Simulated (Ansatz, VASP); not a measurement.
**RbVF3 in VASP and in Ansatz**

File INCAR:

```
  PREC = Accurate
  ENCUT = 520
  EDIFF = 1E-6
  ISMEAR = 0
  SIGMA = 0.05
  LREAL = F
  LASPH = T
  NELM = 150
  ALGO = Normal
  ISIF = 2
  LWAVE = F
  LCHARG = F
  LMAXMIX = 4
  LDAU = T
  LDAUTYPE = 2
  LDAUL = -1 2 -1
  LDAUU = 0 4 0
  LDAUJ = 0 0 0
  LDAUPRINT = 1
  NBANDS = 30
```

File KPOINTS:

```
Automatic mesh
0
Gamma
  5 5 5
```

POSCAR

```
RbVF3
1.0
    4.1819996800      0.0000000000      0.0000000000
    0.0000000000      4.1819996800      0.0000000000
    0.0000000000      0.0000000000      4.1819996800
Rb V F
1 1 3
Direct
    0.0000000000      0.0000000000      0.0000000000
    0.5000000000      0.5000000000      0.5000000000
    0.5000000000      0.5000000000      0.0000000000
    0.0000000000      0.5000000000      0.5000000000
    0.5000000000      0.0000000000      0.5000000000
```

Input for Ansatz:

```yaml
crystal:
  lattice:
    - [4.18199968, 0.0, 0.0]
    - [0.0, 4.18199968, 0.0]
    - [0.0, 0.0, 4.18199968]
  atoms:
    - { symbol: Rb, position: [0.0, 0.0, 0.0] }
    - { symbol: V, position: [0.5, 0.5, 0.5] }
    - { symbol: F, position: [0.5, 0.5, 0.0] }
    - { symbol: F, position: [0.0, 0.5, 0.5] }
    - { symbol: F, position: [0.5, 0.0, 0.5] }
basis:
  ecutwfc: 420
  ecutrho_ratio: 4
kpoints:
  mp_grid: { grid: [5, 5, 5] }
hamiltonian:
  xc: lda
  hubbard: { sites: [{ site: 1, l: d, u_eff: 4.0 }] }
scf:
  occupations: { method: gaussian, width: 0.05 }
  lower_state_search: "off"
  max_iter: 150
output:
  forces: true
  stress: true
  eigenvalues: true
  populations: true
  hubbard: { sites: [{ site: 1, l: d }] }
```

Alike in both runs: task single point; functional LDA; k mesh 5 × 5 × 5; occupations gaussian, width 0.05 eV; no spin polarisation; Hubbard terms V d U = 4.0 eV.

|  | VASP | Ansatz |
| --- | --- | --- |
| version | VASP 6.6.1 | Ansatz 0.2.0 |
| potentials or method | VASP PAW LDA potentials, release 64 (Rb_sv, V_sv, F), cutoff 520 eV | scalar-relativistic, plane waves, PAW |
| valence electrons in the cell | 43 | 43 |

```csv
,VASP,Ansatz,Ansatz less VASP
gap on the k mesh at the Fermi level (eV),none,none,-
pressure (GPa),-7.4,-8.5,-1.12
```

LDA's correlation is that of Perdew and Zunger in VASP and of Perdew and Wang (1992) in Ansatz. The programs project onto different local orbitals, so the same U acts differently, and such runs can settle in different states. A gap of «none» marks a metal or a gap that the smearing closes. Ansatz's warnings: filled band counts differ across k points.
